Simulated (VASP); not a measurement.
Wanted: the native input for a VASP 6.6.1 run.

```yaml
Task: single point
Functional: PBE
Potentials_or_basis: VASP PAW PBE potentials, release 64 (As)
Cutoff: 520 eV
k_mesh: 12 × 12 × 10
Occupations: gaussian, width 0.1 eV
Spin: no spin polarisation
Dipole_correction: no
Further_INCAR_settings: ALGO = Normal; EDIFF = 1e-06; NBANDS = 18
```

The structure of As lies in POSCAR:

```
As
1.0
    1.8492719473     -5.7253207303      0.0000000000
    1.8492719473      5.7253207303      0.0000000000
    0.0000000000      0.0000000000      4.6934508392
As
4
Direct
    0.1055025517      0.8944974483      0.9305055292
    0.6055025517      0.3944974483      0.5694944708
    0.8944974483      0.1055025517      0.0694944708
    0.3944974483      0.6055025517      0.4305055292
```

One way to write it, as run:

INCAR

```
PREC = Accurate ; ENCUT = 520
EDIFF = 1E-6 ; ISMEAR = 0
SIGMA = 0.1 ; LREAL = F
LASPH = T ; NELM = 60
ALGO = Normal ; ISIF = 2
LWAVE = F ; LCHARG = T
GGA = PE ; LELF = T
LVHAR = T ; NBANDS = 18
```

KPOINTS

```
regular mesh
0
Gamma
  12 12 10
```

Potentials or basis: VASP PAW PBE potentials, release 64 (As).

Launch:

```sh
$ cat potpaw_PBE.64/As/POTCAR > POTCAR
$ mpirun -np 1 vasp_std > vasp.out
```

Results of the run:

```json
{
  "Pressure": "0.3 GPa",
  "Largest force": "0.054 eV/Å"
}
```

Run time: 3.2 min on 1 thread of Intel(R) Xeon(R) 6975P-C (Granite Rapids), on a shared host, peak memory 0.52 GiB.
